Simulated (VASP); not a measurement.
# ScAl3 in VASP: notebook

ScAl3 is run at these levels: PBEsol; tasks: single point.

All numbers are computed with VASP 6.6.1; they aren't measurements. Logs are shortened: lines on timing, memory, paths and dates and some standing lists are left out, and cuts for length are marked.

### Step 1. The cell of the first run

It takes space group Pm-3m (No. 221, cubic). The conventional cell has a = 3.746 Å, b = 3.746 Å, c = 3.746 Å, α = 90.00°, β = 90.00°, γ = 90.00°. Sc (site symmetry m-3m) has 12 Al at 2.65 Å within 3.5 Å. Within 3.5 Å of Al (site symmetry 4/mmm) lie 4 Sc at 2.65 Å and 8 Al at 2.65 Å.

### Step 2. Single point, PBEsol (strain -0.080 along x and y, -0.080 along z)

File INCAR:

```
SYSTEM = ScAl3
ALGO     = Normal         ! electronic algorithm
EDIFF    = 1E-7           ! SCF threshold, eV
ENCUT    = 520            ! plane-wave cutoff, eV
GGA      = PS             ! functional
ISIF     = 2              ! what is computed and relaxed
ISMEAR   = 0              ! smearing method
LASPH    = .TRUE.         ! aspherical terms in the spheres
LCHARG   = .FALSE.        ! write CHGCAR
LREAL    = .FALSE.        ! projectors in reciprocal space
LWAVE    = .FALSE.        ! write WAVECAR
NBANDS   = 18             ! bands
NELM     = 80             ! most SCF steps
PREC     = Accurate       ! precision mode
SIGMA    = 0.15           ! smearing width, eV
```

File KPOINTS:

```
k-points
0
G
  12 12 12
  0 0 0
```

File POSCAR:

```
ScAl3
1.0
    3.7455947268      0.0000000000      0.0000000000
    0.0000000000      3.7455947268      0.0000000000
    0.0000000000      0.0000000000      3.7455947268
Sc Al
1 3
Direct
    0.0000000000      0.0000000000      0.0000000000
    0.5000000000      0.0000000000      0.5000000000
    0.0000000000      0.5000000000      0.5000000000
    0.5000000000      0.5000000000      0.0000000000
```

Potentials or basis: VASP PAW PBE potentials, release 64 (Sc_sv, Al).

Run with:

```bash
> cat potpaw_PBE.64/Sc_sv/POTCAR potpaw_PBE.64/Al/POTCAR > POTCAR
> mpirun -np 1 vasp_std > vasp.out
```

OUTCAR:

```text
SYSTEM = ScAl3
   EDIFF = 1E-7
   ENCUT = 520
   GGA = PS
   ISIF = 2
   ISMEAR = 0
   LASPH = .TRUE.
   LREAL = .FALSE.
   NELM = 80
   PREC = Accurate

 ion  position               nearest neighbor table
   1  0.000  0.000  0.000-   2 2.65   3 2.65   4 2.65   2 2.65   3 2.65   3 2.65   4 2.65   3 2.65
                             2 2.65   4 2.65   2 2.65   4 2.65
   2  0.500  0.000  0.500-   1 2.65   3 2.65   4 2.65   1 2.65   4 2.65   3 2.65   4 2.65   4 2.65
                             1 2.65   3 2.65   1 2.65   3 2.65
   3  0.000  0.500  0.500-   1 2.65   2 2.65   4 2.65   1 2.65   4 2.65   1 2.65   2 2.65   1 2.65
                             2 2.65   4 2.65   4 2.65   2 2.65
   4  0.500  0.500  0.000-   1 2.65   2 2.65   3 2.65   2 2.65   3 2.65   1 2.65   2 2.65   2 2.65
                             1 2.65   3 2.65   3 2.65   1 2.65

  LATTYP: Found a simple cubic cell.
 ALAT       =     3.7455947268

  Lattice vectors:

 A1 = (   3.7455947268,   0.0000000000,   0.0000000000)
 A2 = (   0.0000000000,   3.7455947268,   0.0000000000)
 A3 = (   0.0000000000,   0.0000000000,   3.7455947268)

Analysis of symmetry for initial positions (statically):
=====================================================================
 Subroutine PRICEL returns:
 Original cell was already a primitive cell.

 Routine SETGRP: Setting up the symmetry group for a
 simple cubic supercell.

 Subroutine GETGRP returns: Found 48 space group operations
 (whereof 48 operations were pure point group operations)
 out of a pool of 48 trial point group operations.

The static configuration has the point symmetry O_h .

Analysis of symmetry for dynamics (positions and initial velocities):
=====================================================================
 Subroutine PRICEL returns:
 Original cell was already a primitive cell.

 Routine SETGRP: Setting up the symmetry group for a
 simple cubic supercell.

 Subroutine GETGRP returns: Found 48 space group operations
 (whereof 48 operations were pure point group operations)
 out of a pool of 48 trial point group operations.

The dynamic configuration has the point symmetry O_h .

 Subroutine INISYM returns: Found 48 space group operations
 (whereof 48 operations are pure point group operations),
 and found     1 'primitive' translations

----------------------------------------------------------------------------------------

                                     Primitive cell

  volume of cell :      52.5487

  direct lattice vectors                    reciprocal lattice vectors
     3.745594727  0.000000000  0.000000000     0.266980299  0.000000000  0.000000000
     0.000000000  3.745594727  0.000000000     0.000000000  0.266980299  0.000000000
     0.000000000  0.000000000  3.745594727     0.000000000  0.000000000  0.266980299

  length of vectors
     3.745594727  3.745594727  3.745594727     0.266980299  0.266980299  0.266980299

  position of ions in fractional coordinates (direct lattice)
     0.000000000  0.000000000  0.000000000
     0.500000000  0.000000000  0.500000000
     0.000000000  0.500000000  0.500000000
     0.500000000  0.500000000  0.000000000

  ion indices of the primitive-cell ions
   primitive index   ion index
                 1           1
                 2           2
                 3           3
                 4           4

----------------------------------------------------------------------------------------

 KPOINTS: k-points

Automatic generation of k-mesh.
 Grid dimensions read from file:
 generate k-points for:   12   12   12

 Generating k-lattice:

  Cartesian coordinates                     Fractional coordinates (reciprocal lattice)
     0.022248358  0.000000000  0.000000000     0.083333333  0.000000000  0.000000000
     0.000000000  0.022248358  0.000000000     0.000000000  0.083333333  0.000000000
     0.000000000  0.000000000  0.022248358     0.000000000  0.000000000  0.083333333

  Length of vectors
     0.022248358  0.022248358  0.022248358

  Shift w.r.t. Gamma in fractional coordinates (k-lattice)
     0.000000000  0.000000000  0.000000000

 Subroutine IBZKPT returns following result:
 ===========================================

 Found     84 irreducible k-points:

 Following reciprocal coordinates:
            Coordinates               Weight
  0.000000  0.000000  0.000000      1.000000
  0.083333  0.000000  0.000000      6.000000
  0.166667  0.000000  0.000000      6.000000
  0.250000  0.000000  0.000000      6.000000
  0.333333  0.000000  0.000000      6.000000
  0.416667  0.000000  0.000000      6.000000
[... 16 lines left out ...]
  0.333333  0.333333  0.000000     12.000000
  0.416667  0.333333  0.000000     24.000000
 [... further k-points ...]
   k-points           NKPTS =     84   k-points in BZ     NKDIM =     84   number of bands    NBANDS=     18
   number of dos      NEDOS =    301   number of ions     NIONS =      4
   total plane-waves  NPLWV =  21952
   dimension x,y,z NGX =    28 NGY =   28 NGZ =   28
   dimension x,y,z NGXF=    56 NGYF=   56 NGZF=   56
   ions per type =               1   3
   NGX,Y,Z   is equivalent  to a cutoff of  12.43, 12.43, 12.43 a.u.
   NGXF,Y,Z  is equivalent  to a cutoff of  24.86, 24.86, 24.86 a.u.
 SYSTEM =  ScAl3
   PREC   = accura    normal or accurate (medium, high low for compatibility)
   ISTART =      0    job   : 0-new  1-cont  2-samecut
   ICHARG =      2    charge: 1-file 2-atom 10-const
   ISPIN  =      1    spin polarized calculation?
   LNONCOLLINEAR =      F non collinear calculations
   LSORBIT =      F    spin-orbit coupling
   LASPH  =      T    aspherical Exc in radial PAW
   ENCUT  =  520.0 eV  38.22 Ry    6.18 a.u.   6.96  6.96  6.96*2*pi/ulx,y,z
   NELM   =     80;   NELMIN=  2; NELMDL= -5     # of ELM steps
   EDIFF  = 0.1E-06   stopping-criterion for ELM
   LREAL  =      F    real-space projection
   EDIFFG = 0.1E-05   stopping-criterion for IOM
   NSW    =      0    number of steps for IOM
   IBRION =     -1    ionic relax: 0-MD 1-quasi-New 2-CG
   NFREE  =      0    steps in history (QN), initial steepest desc. (CG)
   ISIF   =      2    stress and relaxation
   ISYM   =      2    0-nonsym 1-usesym 2-fastsym
   POTIM  = 0.5000    time-step for ionic-motion
   TEBEG  =    0.0;   TEEND  =   0.0 temperature during run
   PSTRESS=    0.0 pullay stress
   NELECT =      20.0000    total number of electrons
   NUPDOWN=      -1.0000    fix difference up-down
   EMIN   =  10.00;   EMAX   =-10.00  energy-range for DOS
   EFERMI =   0.00;   METHOD = LEGACY
   ISMEAR =     0;   SIGMA  =   0.15  broadening in eV -4-tet -1-fermi 0-gaus
   EFERMI_NEDOS =   21; number of points for ismear=-14 and -15
   IALGO  =     38    algorithm
   IMIX   =      4    mixing-type and parameters
     AMIX     =   0.40;   BMIX     =  1.00
     AMIX_MAG =   1.60;   BMIX_MAG =  1.00
  volume/ion in A,a.u.               =      13.14        88.65
  Fermi-wavevector in a.u.,A,eV,Ry     =   1.186399  2.241969 19.150774  1.407542
  Thomas-Fermi vector in A             =   2.322572
   LORBIT       =      0    0 simple, 1 ext, 2 COOP (PROOUT), +10 PAW based schemes
   GGA     = PS    functional components
   LHFCALC =     F    Hartree Fock is set to
   AEXX    =    0.0000 exact exchange contribution
   IVDW    =     0    specifies the selected vdW correction
   LEPSILON=     F    determine dielectric tensor
   LRPA    =     F    only Hartree local field effects (RPA)
 non-spin polarized calculation
 Gauss-broadening in eV      SIGMA  =   0.15
  energy-cutoff  :      520.00
  volume of cell :       52.55
 maximum number of plane-waves:      1452
 NGX is ok and might be reduce to    28
   NGX = 13   NGY = 13   NGZ = 13

 number of electron      20.0000006 magnetization

 Free energy of the ion-electron system (eV)
  ---------------------------------------------------
  ext. energy  EPLUGINS =         0.00000000
  ---------------------------------------------------
  free energy    TOTEN  =       -19.31257371 eV

  energy without entropy =      -19.29901232  energy(sigma->0) =      -19.30579301

 E-fermi :   9.7433     XC(G=0): -11.5738

 val. band max:        9.7148042517   @ k =   0.3333   0.1667   0.0833
 cond. band min:       9.7450727099   @ k =   0.2500   0.1667   0.0833
 fundamental gap:      0.0302684582
 Fermi energy:         9.7433262025

 k-point     1 :       0.0000    0.0000    0.0000
  band No.  band energies     occupation
      1     -38.0781      2.00000
      2     -17.0016      2.00000
      3     -17.0016      2.00000
      4     -17.0016      2.00000
      5      -1.6299      2.00000
      6       6.7246      2.00000
[... 10 lines left out ...]
     17      16.5374      0.00000
     18      16.9898      0.00000

 k-point     2 :       0.0833    0.0000    0.0000
  band No.  band energies     occupation
      1     -38.0778      2.00000
      2     -17.0091      2.00000
      3     -17.0010      2.00000
      4     -17.0010      2.00000
      5      -1.5497      2.00000
      6       6.2119      2.00000
[... 10 lines left out ...]
     17      16.6187      0.00000
     18      17.0454      0.00000

 k-point     3 :       0.1667    0.0000    0.0000
  band No.  band energies     occupation
      1     -38.0767      2.00000
      2     -17.0296      2.00000
      3     -16.9996      2.00000
      4     -16.9996      2.00000
      5      -1.3120      2.00000
      6       5.2267      2.00000
[... 10 lines left out ...]
     17      16.6167      0.00000
     18      17.1941      0.00000

 k-point     4 :       0.2500    0.0000    0.0000
  band No.  band energies     occupation
      1     -38.0752      2.00000
      2     -17.0574      2.00000
      3     -16.9976      2.00000
      4     -16.9976      2.00000
      5      -0.9245      2.00000
      6       4.1505      2.00000
[... 10 lines left out ...]
     17      16.1530      0.00000
     18      17.3360      0.00000

 k-point     5 :       0.3333    0.0000    0.0000
  band No.  band energies     occupation
      1     -38.0737      2.00000
      2     -17.0850      2.00000
      3     -16.9955      2.00000
      4     -16.9955      2.00000
      5      -0.4018      2.00000
      6       3.1032      2.00000
[... 10 lines left out ...]
     17      15.5710      0.00000
     18      17.2737      0.00000

 k-point     6 :       0.4167    0.0000    0.0000
  band No.  band energies     occupation
      1     -38.0727      2.00000
      2     -17.1051      2.00000
      3     -16.9940      2.00000
      4     -16.9940      2.00000
      5       0.2200      2.00000
      6       2.1577      2.00000
[... 307 lines left out ...]
 k-point    21 :       0.4167    0.2500    0.0000
  band No.  band energies     occupation
      1     -38.0700      2.00000
      2     -17.0964      2.00000
      3     -17.0450      2.00000
      4     -16.9901      2.00000
      5       0.7700      2.00000
      6       2.7844      2.00000
[... 10 lines left out ...]
     17      16.2308      0.00000
     18      16.6216      0.00000

 k-point    22 :       0.5000    0.2500    0.0000
  band No.  band energies     occupation
      1     -38.0696      2.00000
      2     -17.1033      2.00000
      3     -17.0442      2.00000
      4     -16.9896      2.00000
      5       1.1297      2.00000
      6       2.3190      2.00000
[... 10 lines left out ...]
     17      16.0566      0.00000
     18      16.7612      0.00000

 k-point    23 :       0.3333    0.3333    0.0000
  band No.  band energies     occupation
      1     -38.0696      2.00000
      2     -17.0752      2.00000
      3     -17.0712      2.00000
      4     -16.9896      2.00000
      5       0.6609      2.00000
      6       3.8963      2.00000
[... 10 lines left out ...]
     17      15.5428      0.00000
     18      17.6896      0.00000

 k-point    24 :       0.4167    0.3333    0.0000
  band No.  band energies     occupation
      1     -38.0686      2.00000
      2     -17.0920      2.00000
      3     -17.0703      2.00000
      4     -16.9881      2.00000
      5       1.1569      2.00000
      6       3.2336      2.00000
[... 10 lines left out ...]
     17      15.6081      0.00000
     18      17.4063      0.00000

 [... further k-points ...]
[... 5 lines left out ...]
  --------------------------------------------------------------------------------------
  -------------------------------------------------------------------------------------
  Total       12.5022375     12.5022375     12.5022375     -0.0000000     -0.0000000     -0.0000000
  in kB      381.1851486    381.1851486    381.1851486     -0.0000000     -0.0000000     -0.0000000
  external PRESSURE =     381.1851486 kB  Pullay stress =       0.0000000 kB

 VOLUME and BASIS-vectors are now :
 -----------------------------------------------------------------------------
  energy-cutoff  :      520.00
  volume of cell :       52.55
      direct lattice vectors                 reciprocal lattice vectors
     3.745594727  0.000000000  0.000000000     0.266980299  0.000000000  0.000000000
     0.000000000  3.745594727  0.000000000     0.000000000  0.266980299  0.000000000
     0.000000000  0.000000000  3.745594727     0.000000000  0.000000000  0.266980299

 POSITION                                       TOTAL-FORCE (eV/Angst)
 -----------------------------------------------------------------------------------
      0.00000      0.00000      0.00000         0.000000      0.000000      0.000000
      1.87280      0.00000      1.87280         0.000000      0.000000      0.000000
      0.00000      1.87280      1.87280         0.000000      0.000000      0.000000
      1.87280      1.87280      0.00000         0.000000      0.000000      0.000000
 -----------------------------------------------------------------------------------
    total drift:                               -0.000000     -0.000000     -0.000000

  FREE ENERGIE OF THE ION-ELECTRON SYSTEM (eV)
  ---------------------------------------------------
  free  energy   TOTEN  =       -19.3125737090 eV

  energy  without entropy=      -19.2990123198  energy(sigma->0) =      -19.30579301
```

Run time: 53 s. Hardware: 1 thread of AMD EPYC 7R43 (Zen 3), shared host; peak memory 0.17 GiB.

What came out:

```
Free energy            : -19.3126 eV
Pressure               : 38.1 GPa
Band gap on the k mesh : zero (band 10 reaches 11.18 eV, above the bottom of band 11 at 6.73 eV)
```

Levels at points of the mesh, in eV from the Fermi level:
```csv
k point,band 6,band 7,band 8,band 9,band 10,band 11,band 12,band 13,band 14,band 15
"(0.00, 0.00, 0.00)",-3.02,-3.02,-1.78,-1.78,-1.78,1.20,1.41,1.41,1.41,6.79
"(0.50, 0.00, 0.00)",-8.15,-2.10,-2.10,-2.07,1.43,1.56,1.56,1.94,2.59,2.87
"(0.50, 0.50, 0.00)",-5.88,-5.88,-4.93,-0.71,-0.71,1.33,1.69,2.71,3.26,4.45
"(0.50, 0.50, 0.50)",-5.23,-5.23,-5.23,-3.01,-3.01,-3.01,1.75,3.35,3.35,5.50
```

Caveat: the cell differs from its parent crystal (strain -0.080 along x and y, -0.080 along z); the PAW data sets were made with another functional, which shifts forces and pressure a little.

(Continued in part 2 of 3.)
